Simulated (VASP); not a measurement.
# Sb (R-3m) in VASP: settings compared, part 2 of 2

VASP 6.6.1. Earlier steps stand in the parts before.

### Step 4. Single point, PBEsol

This run uses another cell than the first one, of 29.78 Å³/atom, 0.986 times its volume.

INCAR

```
SYSTEM = Sb
ALGO = Normal ; EDIFF = 1E-6
ENCUT = 520 ; GGA = PS
ISIF = 2 ; ISMEAR = 0
LASPH = .True. ; LCHARG = .True.
LELF = .True. ; LREAL = .False.
LVHAR = .True. ; LWAVE = .False.
NBANDS = 12 ; NELM = 80
PREC = Accurate ; SIGMA = 0.1
```

KPOINTS

```
k-points
0
Gamma
  12 12 12
  0 0 0
```

POSCAR

```
Sb
1.0
    2.1616083304      1.2480051515      3.6796745313
   -2.1616083304      1.2480051515      3.6796745313
    0.0000000000     -2.4960103029      3.6796745313
Sb
2
Direct
    0.2361487230      0.2361487230      0.2361487230
    0.7638512770      0.7638512770      0.7638512770
```

Potentials or basis: VASP PAW PBE potentials, release 64 (Sb).

Started as:

```
cat potpaw_PBE.64/Sb/POTCAR > POTCAR
mpirun -np 1 vasp_std > vasp.out
```

OUTCAR:

```text
SYSTEM = Sb
   EDIFF = 1E-6
   ENCUT = 520
   GGA = PS
   ISIF = 2
   ISMEAR = 0
   LASPH = .True.
   LREAL = .False.
   NELM = 80
   PREC = Accurate

 ion  position               nearest neighbor table
   1  0.236  0.236  0.236-   2 2.93   2 2.93   2 2.93   2 3.29   2 3.29   2 3.29
   2  0.764  0.764  0.764-   1 2.93   1 2.93   1 2.93   1 3.29   1 3.29   1 3.29

  LATTYP: Found a trigonal (rhomboedric) cell.
 ALAT       =     4.4463549216
 COS(alpha) =     0.5273107196

  Lattice vectors:

 A1 = (   2.1616083304,   1.2480051515,   3.6796745313)
[... 538 lines left out ...]
      7       8.6164      0.00000
      8      10.4095      0.00000
      9      13.8606      0.00000
     10      14.2622      0.00000
     11      14.9162      0.00000
     12      17.5584      0.00000

 [... further k-points ...]
[... 5 lines left out ...]
  --------------------------------------------------------------------------------------
  -------------------------------------------------------------------------------------
  Total        0.0496816      0.0496816      0.0391559     -0.0000000      0.0000000      0.0000000
  in kB        1.3364479      1.3364479      1.0533044     -0.0000000      0.0000000      0.0000000
  external PRESSURE =       1.2420667 kB  Pullay stress =       0.0000000 kB

 VOLUME and BASIS-vectors are now :
 -----------------------------------------------------------------------------
  energy-cutoff  :      520.00
  volume of cell :       59.56
      direct lattice vectors                 reciprocal lattice vectors
     2.161608330  1.248005151  3.679674531     0.231309249  0.133546457  0.090587722
    -2.161608330  1.248005151  3.679674531    -0.231309249  0.133546457  0.090587722
     0.000000000 -2.496010303  3.679674531     0.000000000 -0.267092915  0.090587722

 POSITION                                       TOTAL-FORCE (eV/Angst)
 -----------------------------------------------------------------------------------
      0.00000      0.00000      2.60685         0.000000      0.000000      0.013089
      0.00000      0.00000      8.43217         0.000000     -0.000000     -0.013089
 -----------------------------------------------------------------------------------
    total drift:                                0.000000     -0.000000      0.000000

  FREE ENERGIE OF THE ION-ELECTRON SYSTEM (eV)
  ---------------------------------------------------
  free  energy   TOTEN  =        -9.1179334868 eV

  energy  without entropy=       -9.1172805746  energy(sigma->0) =       -9.11760703
```

OSZICAR:

```text
N       E                     dE             d eps       ncg     rms          rms(c)
DAV:   1     0.340963750460E+02    0.34096E+02   -0.35210E+03  4536   0.652E+02
DAV:   2    -0.720102245200E+01   -0.41297E+02   -0.39963E+02  6024   0.109E+02
DAV:   3    -0.911530180264E+01   -0.19143E+01   -0.18948E+01  5548   0.255E+01
DAV:   4    -0.913179529368E+01   -0.16493E-01   -0.16492E-01  5200   0.284E+00
DAV:   5    -0.913198877636E+01   -0.19348E-03   -0.19348E-03  5608   0.342E-01    0.288E+00
DAV:   6    -0.912331450742E+01    0.86743E-02   -0.19140E-03  5304   0.253E-01    0.172E+00
DAV:   7    -0.911789243215E+01    0.54221E-02   -0.47814E-03  5200   0.389E-01    0.579E-02
DAV:   8    -0.911792702892E+01   -0.34597E-04   -0.10812E-04  5552   0.685E-02    0.163E-02
DAV:   9    -0.911793396045E+01   -0.69315E-05   -0.11821E-05  5496   0.204E-02    0.466E-03
DAV:  10    -0.911793348684E+01    0.47360E-06   -0.12542E-06  3580   0.613E-03
   1 F= -.91179335E+01 E0= -.91176070E+01  d E =-.652912E-03
```

stdout:

```text
POSCAR found type information on POSCAR Sb
 POSCAR found :  1 types and       2 ions
 scaLAPACK will be used
 -----------------------------------------------------------------------------
|                                                                             |
|                                                                             |
|     You enforced a specific xc type in the INCAR file but a different       |
|     I HOPE YOU KNOW WHAT YOU ARE DOING!                                     |
|                                                                             |
 -----------------------------------------------------------------------------

 LDA part: xc-table for (Slater+PW92), standard interpolation
 POSCAR, INCAR and KPOINTS ok, starting setup
 FFT: planning ... GRIDC
 FFT: planning ... GRID_SOFT
 FFT: planning ... GRID
 WAVECAR not read
 entering main loop
```

It took 36 s on 1 thread of Intel Xeon 6975P-C (Granite Rapids), shared host; peak memory 0.27 GiB.

What came out:

- Free energy: -9.1179 eV
- Pressure: 0.1 GPa
- Largest force: 0.013 eV/Å
- Band gap on the k mesh: zero (band 5 reaches 7.34 eV, above the bottom of band 6 at 7.07 eV)

Forces in eV/Å, atoms in the order of the input:
```
Sb   0.000  0.000  0.013
Sb   0.000  0.000 -0.013
```

Levels at points of the mesh, in eV from the Fermi level:
```csv
k point,band 1,band 2,band 3,band 4,band 5,band 6,band 7,band 8,band 9,band 10
"(0.00, 0.00, 0.00)",-12.70,-4.65,-1.91,-1.76,-1.76,2.39,2.88,2.88,4.98,4.98
"(0.50, 0.00, 0.00)",-10.28,-9.67,-1.70,-1.52,-0.26,-0.14,0.26,0.33,7.87,8.57
"(0.50, 0.50, 0.00)",-10.28,-7.84,-5.54,-3.72,-3.68,1.62,5.12,5.52,7.18,8.88
"(0.50, 0.50, 0.50)",-10.94,-9.10,-1.20,-1.20,-0.43,0.00,0.00,0.98,7.32,8.88
```

Caveat: the PAW data sets were made with another functional, which shifts forces and pressure a little; spin-orbit coupling is left out, which moves the levels of the heavy elements.

### Step 5. Overview

```csv
level,cell,k mesh,gap on the mesh (eV),pressure (GPa),largest force (eV/Å)
PBE+D3(BJ),"a = 4.507 Å, angles 57.1°, 2 atoms",6 × 6 × 6,none,0.2,0.11
PBE+D3(BJ),"a = 4.446 Å, angles 58.2°, 2 atoms",12 × 12 × 12,none,0.1,0.04
PBEsol,"a = 4.446 Å, angles 58.2°, 2 atoms",12 × 12 × 12,none,0.1,0.01
```

Alike in all rows: task single point; potentials or basis VASP PAW PBE potentials, release 64 (Sb); no spin polarisation; cutoff (eV) 520; smearing gaussian 0.1 eV.

Caveats: spin-orbit coupling is left out, which moves the levels of the heavy elements; pairwise dispersion overbinds metals, which lowers pressure and volume (some runs); the PAW data sets were made with another functional, which shifts forces and pressure a little (some runs).

Absolute energies hang on the potentials; compare differences alone.
